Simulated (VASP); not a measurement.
Wanted: the native input for a VASP 6.6.1 run.

```yaml
Task: single point
Functional: PBE
Potentials_or_basis: VASP PAW PBE potentials, release 64 (Sn_d, Te)
Cutoff: 520 eV
k_mesh: 10 × 10 × 10
Occupations: fermi-dirac, width 0.5 eV
Spin: no spin polarisation
Dipole_correction: no
Further_INCAR_settings: ALGO = Normal; EDIFF = 1e-06; NBANDS = 24
```

The structure of SnTe3 lies in POSCAR:

```
SnTe3
1.0
    0.0000000000      3.8612190000      3.8612190000
    3.8612190000      0.0000000000      3.8612190000
    3.8612190000      3.8612190000      0.0000000000
Sn Te
1 3
Direct
    0.0000000000      0.0000000000      0.0000000000
    0.2500000000      0.2500000000      0.2500000000
    0.7500000000      0.7500000000      0.7500000000
    0.5000000000      0.5000000000      0.5000000000
```

The input as run:

INCAR

```
SYSTEM = SnTe3
  PREC = Accurate
  ENCUT = 520
  EDIFF = 1E-6
  ISMEAR = -1
  SIGMA = 0.5
  LREAL = .False.
  LASPH = .True.
  NELM = 60
  ALGO = Normal
  ISIF = 2
  LWAVE = .False.
  LCHARG = .True.
  GGA = PE
  LELF = .True.
  LVHAR = .True.
  NBANDS = 24
```

KPOINTS

```
regular mesh
0
Gamma
  10 10 10
  0 0 0
```

Potentials or basis: VASP PAW PBE potentials, release 64 (Sn_d, Te).

The run is started by

```bash
$ cat potpaw_PBE.64/Sn_d/POTCAR potpaw_PBE.64/Te/POTCAR > POTCAR
$ mpirun -np 1 vasp_std > vasp.out
```

It gave:

The pressure is 1.8 GPa and the band gap on the k mesh is zero (band 16 reaches 8.14 eV, above the bottom of band 17 at 5.86 eV).

Caveat: spin-orbit coupling is left out, which moves the levels of the heavy elements.

Run time: 2 min on 1 thread of AMD EPYC 7R43 64-Core Processor (Zen 3), on a shared host, peak memory 0.29 GiB.
